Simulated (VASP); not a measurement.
# Na (P6/mmm) in VASP: notebook

Runs on Na. Level: PBE. Tasks: single point.

Program: VASP 6.6.1. These are calculated values, not measurements. Logs are shortened: lines on timing, memory, paths and dates and some standing lists are left out, and cuts for length are marked.

**1. The cell of the first run**

Symmetry: P6/mmm, No. 191, hexagonal system. The conventional cell has a = 5.012 Å, b = 5.012 Å, c = 3.648 Å, α = 90.00°, β = 90.00°, γ = 120.00°. Na (site symmetry -6m2) has 5 Na at 2.89 to 3.65 Å within 3.8 Å.

**2. Single point, PBE**

INCAR reads:

```
SYSTEM = Na
ALGO = Normal
EDIFF = 1E-6
ENCUT = 520
GGA = PE
ISIF = 2
ISMEAR = 0
LASPH = .TRUE.
LCHARG = .FALSE.
LREAL = .FALSE.
LWAVE = .FALSE.
NBANDS = 14
NELM = 60
PREC = Accurate
SIGMA = 0.1
```

KPOINTS reads:

```
k-points
0
G
  6 6 6
  0 0 0
```

POSCAR reads:

```
Na
1.0
    5.0118659100      0.0000000000      0.0000000000
   -2.5059329600      4.3404032000      0.0000000000
    0.0000000000      0.0000000000      3.6481809000
Na
2
Direct
    0.3333333300      0.6666666700      0.5000000000
    0.6666666700      0.3333333300      0.5000000000
```

Potentials or basis: VASP PAW PBE potentials, release 64 (Na_pv).

On the command line:

```sh
> cat potpaw_PBE.64/Na_pv/POTCAR > POTCAR
> mpirun -np 1 vasp_std > vasp.out
```

OUTCAR:

```text
SYSTEM = Na
   EDIFF = 1E-6
   ENCUT = 520
   GGA = PE
   ISIF = 2
   ISMEAR = 0
   LASPH = .TRUE.
   LREAL = .FALSE.
   NELM = 60
   PREC = Accurate

 ion  position               nearest neighbor table
   1  0.333  0.667  0.500-
   2  0.667  0.333  0.500-

  LATTYP: Found a hexagonal cell.
 ALAT       =     5.0118659100
 C/A-ratio  =     0.7279087201

  Lattice vectors:

 A1 = (   5.0118659100,   0.0000000000,   0.0000000000)
 A2 = (  -2.5059329600,   4.3404032000,   0.0000000000)
 A3 = (   0.0000000000,   0.0000000000,   3.6481809000)

Analysis of symmetry for initial positions (statically):
=====================================================================
 Subroutine PRICEL returns:
 Original cell was already a primitive cell.

 Routine SETGRP: Setting up the symmetry group for a
 hexagonal supercell.

 Subroutine GETGRP returns: Found 24 space group operations
 (whereof 24 operations were pure point group operations)
 out of a pool of 24 trial point group operations.

The static configuration has the point symmetry D_6h.

Analysis of symmetry for dynamics (positions and initial velocities):
=====================================================================
 Subroutine PRICEL returns:
 Original cell was already a primitive cell.

 Routine SETGRP: Setting up the symmetry group for a
 hexagonal supercell.

 Subroutine GETGRP returns: Found 24 space group operations
 (whereof 24 operations were pure point group operations)
 out of a pool of 24 trial point group operations.

The dynamic configuration has the point symmetry D_6h.

 Subroutine INISYM returns: Found 24 space group operations
 (whereof 24 operations are pure point group operations),
 and found     1 'primitive' translations

----------------------------------------------------------------------------------------

                                     Primitive cell

  volume of cell :      79.3608

  direct lattice vectors                    reciprocal lattice vectors
     5.011865910  0.000000000  0.000000000     0.199526487  0.115196671  0.000000000
    -2.505932960  4.340403200  0.000000000     0.000000000  0.230393342  0.000000000
     0.000000000  0.000000000  3.648180900     0.000000000  0.000000000  0.274109214

  length of vectors
[... 83 lines left out ...]
   LREAL  =      F    real-space projection
   EDIFFG = 0.1E-04   stopping-criterion for IOM
   NSW    =      0    number of steps for IOM
   IBRION =     -1    ionic relax: 0-MD 1-quasi-New 2-CG
   NFREE  =      0    steps in history (QN), initial steepest desc. (CG)
   ISIF   =      2    stress and relaxation
   ISYM   =      2    0-nonsym 1-usesym 2-fastsym
   POTIM  = 0.5000    time-step for ionic-motion
   TEBEG  =    0.0;   TEEND  =   0.0 temperature during run
   PSTRESS=    0.0 pullay stress
   NELECT =      14.0000    total number of electrons
   NUPDOWN=      -1.0000    fix difference up-down
   EMIN   =  10.00;   EMAX   =-10.00  energy-range for DOS
   EFERMI =   0.00;   METHOD = LEGACY
   ISMEAR =     0;   SIGMA  =   0.10  broadening in eV -4-tet -1-fermi 0-gaus
   EFERMI_NEDOS =   21; number of points for ismear=-14 and -15
   IALGO  =     38    algorithm
   IMIX   =      4    mixing-type and parameters
     AMIX     =   0.40;   BMIX     =  1.00
     AMIX_MAG =   1.60;   BMIX_MAG =  1.00
  volume/ion in A,a.u.               =      39.68       267.78
  Fermi-wavevector in a.u.,A,eV,Ry     =   0.918154  1.735060 11.469804  0.843007
  Thomas-Fermi vector in A             =   2.043204
   LORBIT       =      0    0 simple, 1 ext, 2 COOP (PROOUT), +10 PAW based schemes
   GGA     = PE    functional components
   LHFCALC =     F    Hartree Fock is set to
   AEXX    =    0.0000 exact exchange contribution
   IVDW    =     0    specifies the selected vdW correction
   LEPSILON=     F    determine dielectric tensor
   LRPA    =     F    only Hartree local field effects (RPA)
 non-spin polarized calculation
 Gauss-broadening in eV      SIGMA  =   0.10
  energy-cutoff  :      520.00
  volume of cell :       79.36
 maximum number of plane-waves:      2161
 NGX is ok and might be reduce to    40
   NGX = 19   NGY = 19   NGZ = 13

 number of electron      14.0000004 magnetization

 Free energy of the ion-electron system (eV)
  ---------------------------------------------------
  ext. energy  EPLUGINS =         0.00000000
  ---------------------------------------------------
  free energy    TOTEN  =        -1.89161691 eV

  energy without entropy =       -1.88496979  energy(sigma->0) =       -1.88829335

 E-fermi :   0.1367     XC(G=0):  -6.2652

 val. band max:        0.1051257754   @ k =   0.5000   0.0000   0.3333
 cond. band min:       0.2329370353   @ k =   0.3333   0.1667   0.1667
 fundamental gap:      0.1278112599
 Fermi energy:         0.1367081747

 k-point     1 :       0.0000    0.0000    0.0000
  band No.  band energies     occupation
      1     -25.3146      2.00000
      2     -25.3146      2.00000
      3     -25.1920      2.00000
      4     -25.1845      2.00000
      5     -25.1845      2.00000
      6     -25.1588      2.00000
      7      -2.9875      2.00000
      8       4.0926      0.00000
      9       4.0926      0.00000
     10       4.7313      0.00000
     11       4.7313      0.00000
     12       5.6072      0.00000
     13       5.8450      0.00000
     14       7.9520      0.00000
[... 377 lines left out ...]
      1     -25.3207      2.00000
      2     -25.2911      2.00000
      3     -25.2094      2.00000
      4     -25.2048      2.00000
      5     -25.1873      2.00000
      6     -25.1739      2.00000
      7       0.6782      0.00000
      8       0.7679      0.00000
      9       3.1866      0.00000
     10       3.3560      0.00000
     11       5.2226      0.00000
     12       5.4657      0.00000
     13       6.2636      0.00000
     14       6.5693      0.00000

 [... further k-points ...]
[... 5 lines left out ...]
  --------------------------------------------------------------------------------------
  -------------------------------------------------------------------------------------
  Total        1.3464178      1.3464178     -0.6178259     -0.0000000      0.0000000      0.0000000
  in kB       27.1821971     27.1821971    -12.4729971     -0.0000000      0.0000000      0.0000000
  external PRESSURE =      13.9637990 kB  Pullay stress =       0.0000000 kB

 VOLUME and BASIS-vectors are now :
 -----------------------------------------------------------------------------
  energy-cutoff  :      520.00
  volume of cell :       79.36
      direct lattice vectors                 reciprocal lattice vectors
     5.011865910  0.000000000  0.000000000     0.199526487  0.115196671  0.000000000
    -2.505932960  4.340403200  0.000000000     0.000000000  0.230393342  0.000000000
     0.000000000  0.000000000  3.648180900     0.000000000  0.000000000  0.274109214

 POSITION                                       TOTAL-FORCE (eV/Angst)
 -----------------------------------------------------------------------------------
     -0.00000      2.89360      1.82409        -0.000000      0.000000      0.000000
      2.50593      1.44680      1.82409         0.000000      0.000000      0.000000
 -----------------------------------------------------------------------------------
    total drift:                                0.000000     -0.000000     -0.000000

  FREE ENERGIE OF THE ION-ELECTRON SYSTEM (eV)
  ---------------------------------------------------
  free  energy   TOTEN  =        -1.8916169114 eV

  energy  without entropy=       -1.8849697862  energy(sigma->0) =       -1.88829335
```

OSZICAR:

```text
N       E                     dE             d eps       ncg     rms          rms(c)
DAV:   1     0.996522153671E+02    0.99652E+02   -0.76375E+03   784   0.952E+02
DAV:   2     0.220029452464E+01   -0.97452E+02   -0.96420E+02   814   0.268E+02
DAV:   3    -0.183806729195E+01   -0.40384E+01   -0.40345E+01   982   0.640E+01
DAV:   4    -0.189734380989E+01   -0.59277E-01   -0.59274E-01   868   0.849E+00
DAV:   5    -0.189871622779E+01   -0.13724E-02   -0.13724E-02   970   0.129E+00    0.304E-01
DAV:   6    -0.189464413731E+01    0.40721E-02   -0.15767E-03  1048   0.457E-01    0.199E-01
DAV:   7    -0.189162895797E+01    0.30152E-02   -0.30476E-03  1006   0.499E-01    0.275E-02
DAV:   8    -0.189161655480E+01    0.12403E-04   -0.28200E-04   988   0.251E-01    0.624E-03
DAV:   9    -0.189161691144E+01   -0.35664E-06   -0.27058E-06   906   0.175E-02
   1 F= -.18916169E+01 E0= -.18882933E+01  d E =-.664713E-02
```

Run time: 15 s. Hardware: 1 thread of Intel Xeon Platinum 8259CL at 2.50GHz (Skylake/Cascade Lake), shared host; peak memory 0.19 GiB.

What came out:

- Free energy: -1.8916 eV
- Pressure: 1.4 GPa
- Band gap on the k mesh: zero (band 7 reaches 2.08 eV, above the bottom of band 8 at -0.76 eV)

Levels at points of the mesh, in eV from the Fermi level:
```tsv
k point	band 3	band 4	band 5	band 6	band 7	band 8	band 9	band 10	band 11	band 12
(0.00, 0.00, 0.00)	-25.33	-25.32	-25.32	-25.30	-3.12	3.96	3.96	4.59	4.59	5.47
(0.50, 0.00, 0.00)	-25.35	-25.32	-25.31	-25.31	-1.30	-0.90	2.47	3.17	8.77	9.34
(0.00, 0.00, 0.50)	-25.35	-25.32	-25.32	-25.32	-0.28	-0.26	6.33	6.33	6.54	6.54
(0.50, 0.00, 0.50)	-25.35	-25.34	-25.33	-25.31	1.33	1.72	1.76	1.86	4.91	5.12
```

**3. Single point, PBE**

This run uses another cell than the first one, of 48.04 Å³/atom, 1.211 times its volume.

INCAR reads:

```
SYSTEM = Na
  PREC = Accurate
  ENCUT = 520
  EDIFF = 1E-7
  ISMEAR = 0
  SIGMA = 0.1
  LREAL = .False.
  LASPH = .True.
  NELM = 80
  ALGO = Normal
  ISIF = 2
  LWAVE = .False.
  LCHARG = .False.
  GGA = PE
  NBANDS = 14
```

KPOINTS reads:

```
Automatic mesh
0
Gamma
  6 6 6
  0 0 0
```

POSCAR reads:

```
Na
1.0
    5.7321492842      0.0000000033      0.0000000000
   -2.8660746449      4.9641868967      0.0000000000
    0.0000000000      0.0000000000      3.3767719343
Na
2
Direct
    0.3333333333      0.6666666667      0.5000000000
    0.6666666667      0.3333333333      0.5000000000
```

Potentials or basis: VASP PAW PBE potentials, release 64 (Na_pv).

On the command line:

```sh
> cat potpaw_PBE.64/Na_pv/POTCAR > POTCAR
> mpirun -np 1 vasp_std > vasp.out
```

Wall time 26 s (1 thread of Intel Xeon Platinum 8259CL at 2.50GHz (Skylake/Cascade Lake), shared host); peak memory 0.23 GiB.

The run converged. Its results:

```yaml
Free_energy: -2.1368 eV
Pressure: 0.3 GPa
Band_gap_on_the_k_mesh: zero (band 7 reaches 1.58 eV, above the bottom of band 8 at -1.38 eV)
```

Stress tensor (GPa, compression positive):
```
0.29 0.00 0.00
0.00 0.29 0.00
0.00 0.00 0.20
```

Levels at points of the mesh, in eV from the Fermi level:
```
           k point  band 4  band 5  band 6  band 7  band 8  band 9  band 10  band 11
(0.00, 0.00, 0.00)  -25.10  -25.08  -25.08   -2.66    2.67    2.67     3.57     3.63
(0.50, 0.00, 0.00)  -25.10  -25.08  -25.08   -1.41   -0.83    1.68     2.38     7.29
(0.00, 0.00, 0.50)  -25.12  -25.09  -25.09    0.50    0.81    5.67     5.67     5.67
(0.50, 0.00, 0.50)  -25.12  -25.10  -25.09    1.60    2.18    2.22     2.51     4.72
```
